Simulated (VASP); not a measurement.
# Ga (Fd-3m) in VASP: notebook

Ga is run at these levels: revPBE; tasks: single point.

All numbers are computed with VASP 6.6.1; they aren't measurements. Logs are shortened: lines on timing, memory, paths and dates and some standing lists are left out, and cuts for length are marked.

### Step 1. The cell of the first run

The structure is cubic, space group Fd-3m (No. 227). Conventional cell: a = 5.784 Å, b = 5.784 Å, c = 5.784 Å, α = 90.00°, β = 90.00°, γ = 90.00°. Within 3.3 Å of Ga (site symmetry -43m) lie 4 Ga at 2.50 Å.

### Step 2. Single point, revPBE (volume scaled by 0.92)

Contents of INCAR:

```
PREC = Accurate ; ENCUT = 520
EDIFF = 1E-6 ; ISMEAR = -1
SIGMA = 0.1 ; LREAL = F
LASPH = T ; NELM = 60
ALGO = Normal ; ISIF = 2
LWAVE = F ; LCHARG = T
GGA = RE ; LELF = T
LVHAR = T ; NBANDS = 20
```

Contents of KPOINTS:

```
Automatic mesh
0
Gamma
  10 10 10
```

Contents of POSCAR:

```
Ga
1.0
    0.0000000000      2.8917603068      2.8917603068
    2.8917603068      0.0000000000      2.8917603068
    2.8917603068      2.8917603068      0.0000000000
Ga
2
Direct
    0.1250000000      0.1250000000      0.1250000000
    0.8750000000      0.8750000000      0.8750000000
```

Potentials or basis: VASP PAW PBE potentials, release 64 (Ga_d).

Command:

```sh
$ cat potpaw_PBE.64/Ga_d/POTCAR > POTCAR
$ mpirun -np 1 vasp_std > vasp.out
```

OUTCAR:

```text
PREC = Accurate
   ENCUT = 520
   EDIFF = 1E-6
   ISMEAR = -1
   LREAL = F
   LASPH = T
   NELM = 60
   ISIF = 2
   GGA = RE

 ion  position               nearest neighbor table
   1  0.125  0.125  0.125-   2 2.50   2 2.50   2 2.50   2 2.50
   2  0.875  0.875  0.875-   1 2.50   1 2.50   1 2.50   1 2.50

  LATTYP: Found a face centered cubic cell.
 ALAT       =     5.7835206136

  Lattice vectors:

 A1 = (   0.0000000000,   2.8917603068,   2.8917603068)
 A2 = (   2.8917603068,   0.0000000000,   2.8917603068)
 A3 = (   2.8917603068,   2.8917603068,   0.0000000000)

Analysis of symmetry for initial positions (statically):
=====================================================================
 Subroutine PRICEL returns:
 Original cell was already a primitive cell.

 Routine SETGRP: Setting up the symmetry group for a
 face centered cubic supercell.

 Subroutine GETGRP returns: Found 48 space group operations
 (whereof 12 operations were pure point group operations)
 out of a pool of 48 trial point group operations.

The static configuration has the point symmetry D_3d.
 The point group associated with its full space group is O_h .

Analysis of symmetry for dynamics (positions and initial velocities):
=====================================================================
 Subroutine PRICEL returns:
 Original cell was already a primitive cell.

 Routine SETGRP: Setting up the symmetry group for a
 face centered cubic supercell.

 Subroutine GETGRP returns: Found 48 space group operations
 (whereof 12 operations were pure point group operations)
 out of a pool of 48 trial point group operations.

The dynamic configuration has the point symmetry D_3d.
 The point group associated with its full space group is O_h .

 Subroutine INISYM returns: Found 48 space group operations
 (whereof 12 operations are pure point group operations),
 and found     1 'primitive' translations

----------------------------------------------------------------------------------------

                                     Primitive cell

  volume of cell :      48.3634

  direct lattice vectors                    reciprocal lattice vectors
     0.000000000  2.891760307  2.891760307    -0.172905064  0.172905064  0.172905064
     2.891760307  0.000000000  2.891760307     0.172905064 -0.172905064  0.172905064
     2.891760307  2.891760307  0.000000000     0.172905064  0.172905064 -0.172905064

  length of vectors
     4.089566645  4.089566645  4.089566645     0.299480355  0.299480355  0.299480355

  position of ions in fractional coordinates (direct lattice)
     0.125000000  0.125000000  0.125000000
     0.875000000  0.875000000  0.875000000

  ion indices of the primitive-cell ions
   primitive index   ion index
                 1           1
                 2           2

----------------------------------------------------------------------------------------

 KPOINTS: Automatic mesh

Automatic generation of k-mesh.
 Grid dimensions read from file:
 generate k-points for:   10   10   10

 Generating k-lattice:

  Cartesian coordinates                     Fractional coordinates (reciprocal lattice)
    -0.017290506  0.017290506  0.017290506     0.100000000  0.000000000  0.000000000
     0.017290506 -0.017290506  0.017290506     0.000000000  0.100000000  0.000000000
     0.017290506  0.017290506 -0.017290506     0.000000000  0.000000000  0.100000000

  Length of vectors
     0.029948036  0.029948036  0.029948036

  Shift w.r.t. Gamma in fractional coordinates (k-lattice)
     0.000000000  0.000000000  0.000000000

 Subroutine IBZKPT returns following result:
 ===========================================

 Found     47 irreducible k-points:

 Following reciprocal coordinates:
            Coordinates               Weight
  0.000000  0.000000  0.000000      1.000000
  0.100000  0.000000  0.000000      8.000000
  0.200000  0.000000  0.000000      8.000000
  0.300000  0.000000  0.000000      8.000000
  0.400000  0.000000  0.000000      8.000000
  0.500000  0.000000  0.000000      4.000000
[... 16 lines left out ...]
  0.300000  0.300000  0.000000      6.000000
  0.400000  0.300000  0.000000     24.000000
 [... further k-points ...]
   k-points           NKPTS =     47   k-points in BZ     NKDIM =     47   number of bands    NBANDS=     20
   number of dos      NEDOS =    301   number of ions     NIONS =      2
   total plane-waves  NPLWV =  27000
   dimension x,y,z NGX =    30 NGY =   30 NGZ =   30
   dimension x,y,z NGXF=    60 NGYF=   60 NGZF=   60
   ions per type =               2
   NGX,Y,Z   is equivalent  to a cutoff of  12.20, 12.20, 12.20 a.u.
   NGXF,Y,Z  is equivalent  to a cutoff of  24.39, 24.39, 24.39 a.u.
 SYSTEM =  unknown system
   PREC   = accura    normal or accurate (medium, high low for compatibility)
   ISTART =      0    job   : 0-new  1-cont  2-samecut
   ICHARG =      2    charge: 1-file 2-atom 10-const
   ISPIN  =      1    spin polarized calculation?
   LNONCOLLINEAR =      F non collinear calculations
   LSORBIT =      F    spin-orbit coupling
   LASPH  =      T    aspherical Exc in radial PAW
   ENCUT  =  520.0 eV  38.22 Ry    6.18 a.u.   7.60  7.60  7.60*2*pi/ulx,y,z
   NELM   =     60;   NELMIN=  2; NELMDL= -5     # of ELM steps
   EDIFF  = 0.1E-05   stopping-criterion for ELM
   LREAL  =      F    real-space projection
   EDIFFG = 0.1E-04   stopping-criterion for IOM
   NSW    =      0    number of steps for IOM
   IBRION =     -1    ionic relax: 0-MD 1-quasi-New 2-CG
   NFREE  =      0    steps in history (QN), initial steepest desc. (CG)
   ISIF   =      2    stress and relaxation
   ISYM   =      2    0-nonsym 1-usesym 2-fastsym
   POTIM  = 0.5000    time-step for ionic-motion
   TEBEG  =    0.0;   TEEND  =   0.0 temperature during run
   PSTRESS=    0.0 pullay stress
   NELECT =      26.0000    total number of electrons
   NUPDOWN=      -1.0000    fix difference up-down
   EMIN   =  10.00;   EMAX   =-10.00  energy-range for DOS
   EFERMI =   0.00;   METHOD = LEGACY
   ISMEAR =    -1;   SIGMA  =   0.10  broadening in eV -4-tet -1-fermi 0-gaus
   EFERMI_NEDOS =   21; number of points for ismear=-14 and -15
   IALGO  =     38    algorithm
   IMIX   =      4    mixing-type and parameters
     AMIX     =   0.40;   BMIX     =  1.00
     AMIX_MAG =   1.60;   BMIX_MAG =  1.00
  volume/ion in A,a.u.               =      24.18       163.19
  Fermi-wavevector in a.u.,A,eV,Ry     =   1.331150  2.515509 24.108983  1.771960
  Thomas-Fermi vector in A             =   2.460183
   LORBIT       =      0    0 simple, 1 ext, 2 COOP (PROOUT), +10 PAW based schemes
   GGA     = RE    functional components
   LHFCALC =     F    Hartree Fock is set to
   AEXX    =    0.0000 exact exchange contribution
   IVDW    =     0    specifies the selected vdW correction
   LEPSILON=     F    determine dielectric tensor
   LRPA    =     F    only Hartree local field effects (RPA)
 non-spin polarized calculation
  energy-cutoff  :      520.00
  volume of cell :       48.36
 maximum number of plane-waves:      1326
   NGX = 15   NGY = 15   NGZ = 15

 number of electron      26.0000014 magnetization

 Free energy of the ion-electron system (eV)
  ---------------------------------------------------
  ext. energy  EPLUGINS =         0.00000000
  ---------------------------------------------------
  free energy    TOTEN  =        -4.67803960 eV

  energy without entropy =       -4.63856092  energy(sigma->0) =       -4.65830026

 E-fermi :   2.9974     XC(G=0):  -9.4062

 val. band max:        2.9762534763   @ k =   0.5000   0.3000   0.1000
 cond. band min:       3.1740985434   @ k =  -0.3000   0.3000   0.1000
 fundamental gap:      0.1978450671
 Fermi energy:         2.9974382257

 k-point     1 :       0.0000    0.0000    0.0000
  band No.  band energies     occupation
      1     -11.8275      2.00000
      2     -11.8275      2.00000
      3     -11.8275      2.00000
      4     -11.7839      2.00000
      5     -11.7839      2.00000
      6     -11.4472      2.00000
[... 12 lines left out ...]
     19      10.9148      0.00000
     20      14.2647      0.00000

 k-point     2 :       0.1000    0.0000    0.0000
  band No.  band energies     occupation
      1     -11.8388      2.00000
      2     -11.8388      2.00000
      3     -11.8255      2.00000
      4     -11.7681      2.00000
      5     -11.7681      2.00000
      6     -11.4540      2.00000
[... 12 lines left out ...]
     19      11.6325      0.00000
     20      13.3117      0.00000

 k-point     3 :       0.2000    0.0000    0.0000
  band No.  band energies     occupation
      1     -11.8528      2.00000
      2     -11.8528      2.00000
      3     -11.8202      2.00000
      4     -11.7434      2.00000
      5     -11.7434      2.00000
      6     -11.4661      2.00000
[... 12 lines left out ...]
     19      12.4312      0.00000
     20      12.7980      0.00000

 k-point     4 :       0.3000    0.0000    0.0000
  band No.  band energies     occupation
      1     -11.8598      2.00000
      2     -11.8598      2.00000
      3     -11.8137      2.00000
      4     -11.7261      2.00000
      5     -11.7261      2.00000
      6     -11.4764      2.00000
[... 12 lines left out ...]
     19      12.3759      0.00000
     20      13.2775      0.00000

 k-point     5 :       0.4000    0.0000    0.0000
  band No.  band energies     occupation
      1     -11.8610      2.00000
      2     -11.8610      2.00000
      3     -11.8085      2.00000
      4     -11.7193      2.00000
      5     -11.7193      2.00000
      6     -11.4880      2.00000
[... 12 lines left out ...]
     19      14.0950      0.00000
     20      14.6028      0.00000
[... 353 lines left out ...]
      6     -11.5320      2.00000
[... 12 lines left out ...]
     19      12.5733      0.00000
     20      14.2182      0.00000

 k-point    22 :      -0.2000    0.2000    0.0000
  band No.  band energies     occupation
      1     -11.8777      2.00000
      2     -11.8695      2.00000
      3     -11.7901      2.00000
      4     -11.7308      2.00000
      5     -11.6837      2.00000
      6     -11.5210      2.00000
[... 12 lines left out ...]
     19      11.8857      0.00000
     20      14.5642      0.00000

 k-point    23 :       0.3000    0.3000    0.0000
  band No.  band energies     occupation
      1     -11.8566      2.00000
      2     -11.8566      2.00000
      3     -11.8517      2.00000
      4     -11.6970      2.00000
      5     -11.6326      2.00000
      6     -11.6292      2.00000
[... 12 lines left out ...]
     19      13.4759      0.00000
     20      15.6940      0.00000

 k-point    24 :       0.4000    0.3000    0.0000
  band No.  band energies     occupation
      1     -11.8779      2.00000
      2     -11.8628      2.00000
      3     -11.8222      2.00000
      4     -11.6706      2.00000
      5     -11.6616      2.00000
      6     -11.6012      2.00000
[... 12 lines left out ...]
     19      15.3626      0.00000
     20      16.4569      0.00000

 [... further k-points ...]

------------------------ aborting loop because EDIFF is reached ----------------------------------------

  FORCE on cell =-STRESS in cart. coord.  units (eV):
  Direction    XX          YY          ZZ          XY          YZ          ZX
  --------------------------------------------------------------------------------------
  -------------------------------------------------------------------------------------
  Total        1.0198980      1.0198980      1.0198980      0.0000000      0.0000000      0.0000000
  in kB       33.7870629     33.7870629     33.7870629      0.0000000      0.0000000      0.0000000
  external PRESSURE =      33.7870629 kB  Pullay stress =       0.0000000 kB

 VOLUME and BASIS-vectors are now :
 -----------------------------------------------------------------------------
  energy-cutoff  :      520.00
  volume of cell :       48.36
      direct lattice vectors                 reciprocal lattice vectors
     0.000000000  2.891760307  2.891760307    -0.172905064  0.172905064  0.172905064
     2.891760307  0.000000000  2.891760307     0.172905064 -0.172905064  0.172905064
     2.891760307  2.891760307  0.000000000     0.172905064  0.172905064 -0.172905064

 POSITION                                       TOTAL-FORCE (eV/Angst)
 -----------------------------------------------------------------------------------
      0.72294      0.72294      0.72294        -0.000000     -0.000000     -0.000000
      5.06058      5.06058      5.06058         0.000000      0.000000      0.000000
 -----------------------------------------------------------------------------------
    total drift:                               -0.000000      0.000000      0.000000

  FREE ENERGIE OF THE ION-ELECTRON SYSTEM (eV)
  ---------------------------------------------------
  free  energy   TOTEN  =        -4.6780396013 eV

  energy  without entropy=       -4.6385609230  energy(sigma->0) =       -4.65830026
```

It took 19 s on 1 thread of Intel Xeon 6975P-C (Granite Rapids), shared host; peak memory 0.18 GiB.

What came out:

* Free energy: -4.6780 eV
* Pressure: 3.4 GPa
* Band gap on the k mesh: zero (band 13 reaches 5.86 eV, above the bottom of band 14 at 1.54 eV)

Caveat: the PAW data sets were made with another functional, which shifts forces and pressure a little.

### Step 3. Single point, revPBE (volume scaled by 0.96)

Contents of INCAR:

```
  PREC = Accurate
  ENCUT = 520
  EDIFF = 1E-6
  ISMEAR = -1
  SIGMA = 0.1
  LREAL = False
  LASPH = True
  NELM = 100
  ALGO = Normal
  ISIF = 2
  LWAVE = False
  LCHARG = False
  GGA = RE
  NBANDS = 20
```

Contents of KPOINTS:

```
regular mesh
0
Gamma
  10 10 10
```

Contents of POSCAR:

```
Ga
1.0
    0.0000000000      2.9330767504      2.9330767504
    2.9330767504      0.0000000000      2.9330767504
    2.9330767504      2.9330767504      0.0000000000
Ga
2
Direct
    0.1250000000      0.1250000000      0.1250000000
    0.8750000000      0.8750000000      0.8750000000
```

Potentials or basis: VASP PAW PBE potentials, release 64 (Ga_d).

Command:

```sh
$ cat potpaw_PBE.64/Ga_d/POTCAR > POTCAR
$ mpirun -np 1 vasp_std > vasp.out
```

Run time: 14 s. Hardware: 1 thread of Intel Xeon 6975P-C (Granite Rapids), shared host; peak memory 0.18 GiB.

The run converged. Its results:

```
Free energy            : -4.7098 eV
Pressure               : 1.5 GPa
Band gap on the k mesh : zero (band 13 reaches 5.46 eV, above the bottom of band 14 at 1.35 eV)
```

Levels at points of the mesh, in eV from the Fermi level:
```csv
k point,band 9,band 10,band 11,band 12,band 13,band 14,band 15,band 16,band 17,band 18
"(0.00, 0.00, 0.00)",-14.40,-14.40,-9.34,2.73,2.73,2.73,3.50,4.78,4.78,4.78
"(0.50, 0.00, 0.00)",-14.38,-14.38,-7.18,-4.62,1.27,1.27,2.93,5.74,5.74,8.17
"(0.50, 0.50, 0.00)",-14.36,-14.36,-5.50,-5.50,-0.50,-0.50,2.79,2.79,11.76,11.76
```

Caveat: the PAW data sets were made with another functional, which shifts forces and pressure a little.

### Step 4. Single point, revPBE (volume scaled by 1.04)

Contents of INCAR:

```
SYSTEM = Ga
  PREC = Accurate
  ENCUT = 520
  EDIFF = 1E-6
  ISMEAR = -1
  SIGMA = 0.1
  LREAL = .FALSE.
  LASPH = .TRUE.
  NELM = 80
  ALGO = Normal
  ISIF = 2
  LWAVE = .FALSE.
  LCHARG = .FALSE.
  GGA = RE
  NBANDS = 20
```

Contents of KPOINTS:

```
regular mesh
0
G
  10 10 10
  0 0 0
```

Contents of POSCAR:

```
Ga
1.0
    0.0000000000      3.0123872180      3.0123872180
    3.0123872180      0.0000000000      3.0123872180
    3.0123872180      3.0123872180      0.0000000000
Ga
2
Direct
    0.1250000000      0.1250000000      0.1250000000
    0.8750000000      0.8750000000      0.8750000000
```

Command:

```sh
$ cat potpaw_PBE.64/Ga_d/POTCAR > POTCAR
$ mpirun -np 1 vasp_std > vasp.out
```

Run time: 16 s. Hardware: 1 thread of Intel Xeon 6975P-C (Granite Rapids), shared host; peak memory 0.19 GiB.

The run converged. Its results:

```
Free energy            : -4.7137 eV
Pressure               : -1.0 GPa
Band gap on the k mesh : zero (band 13 reaches 4.76 eV, above the bottom of band 14 at 1.02 eV)
```

Levels at points of the mesh, in eV from the Fermi level:
| k point | band 11 | band 12 | band 13 | band 14 | band 15 | band 16 |
| --- | --- | --- | --- | --- | --- | --- |
| (0.00, 0.00, 0.00) | -8.96 | 2.51 | 2.51 | 2.51 | 2.69 | 4.54 |
| (0.50, 0.00, 0.00) | -6.99 | -4.44 | 1.17 | 1.17 | 2.50 | 5.50 |
| (0.50, 0.50, 0.00) | -5.40 | -5.40 | -0.44 | -0.44 | 2.69 | 2.69 |

Caveat: the PAW data sets were made with another functional, which shifts forces and pressure a little.

### Step 5. Single point, revPBE (volume scaled by 1.08)

Contents of INCAR:

```
ALGO = Normal ; EDIFF = 1E-7
ENCUT = 520 ; GGA = RE
ISIF = 2 ; ISMEAR = -1
LASPH = T ; LCHARG = F
LREAL = F ; LWAVE = F
NBANDS = 20 ; NELM = 80
PREC = Accurate ; SIGMA = 0.1
```

Contents of KPOINTS:

```
k-points
0
Gamma
  10 10 10
```

Contents of POSCAR:

```
Ga
1.0
    0.0000000000      3.0505227502      3.0505227502
    3.0505227502      0.0000000000      3.0505227502
    3.0505227502      3.0505227502      0.0000000000
Ga
2
Direct
    0.1250000000      0.1250000000      0.1250000000
    0.8750000000      0.8750000000      0.8750000000
```

Command:

```sh
$ cat potpaw_PBE.64/Ga_d/POTCAR > POTCAR
$ mpirun -np 1 vasp_std > vasp.out
```

Wall time 14 s (1 thread of Intel Xeon 6975P-C (Granite Rapids), shared host); peak memory 0.19 GiB.

Results (log left out):

- Free energy: -4.6942 eV
- Pressure: -1.9 GPa
- Band gap on the k mesh: zero (band 13 reaches 4.46 eV, above the bottom of band 14 at 0.87 eV)

Levels at points of the mesh, in eV from the Fermi level:
| k point | band 9 | band 10 | band 11 | band 12 | band 13 | band 14 | band 15 | band 16 | band 17 | band 18 |
| --- | --- | --- | --- | --- | --- | --- | --- | --- | --- | --- |
| (0.00, 0.00, 0.00) | -14.45 | -14.45 | -8.79 | 2.32 | 2.41 | 2.41 | 2.41 | 4.43 | 4.43 | 4.43 |
| (0.50, 0.00, 0.00) | -14.43 | -14.43 | -6.91 | -4.36 | 1.12 | 1.12 | 2.31 | 5.39 | 5.39 | 7.85 |
| (0.50, 0.50, 0.00) | -14.42 | -14.42 | -5.36 | -5.36 | -0.42 | -0.42 | 2.64 | 2.64 | 10.61 | 10.61 |

Caveat: the PAW data sets were made with another functional, which shifts forces and pressure a little.

### Step 6. Overview

```tsv
cell	gap on the mesh (eV)	pressure (GPa)
a = 4.090 Å, angles 60.0°, 2 atoms	none	3.4
a = 4.148 Å, angles 60.0°, 2 atoms	none	1.5
a = 4.260 Å, angles 60.0°, 2 atoms	none	-1.0
a = 4.314 Å, angles 60.0°, 2 atoms	none	-1.9
```

Alike in all rows: task single point; level revPBE; potentials or basis VASP PAW PBE potentials, release 64 (Ga_d); no spin polarisation; k mesh 10 × 10 × 10; cutoff (eV) 520; smearing fermi-dirac 0.1 eV.

Caveats: the PAW data sets were made with another functional, which shifts forces and pressure a little.

Total energies depend on the potentials used, so only differences within one code and one set of settings carry meaning.
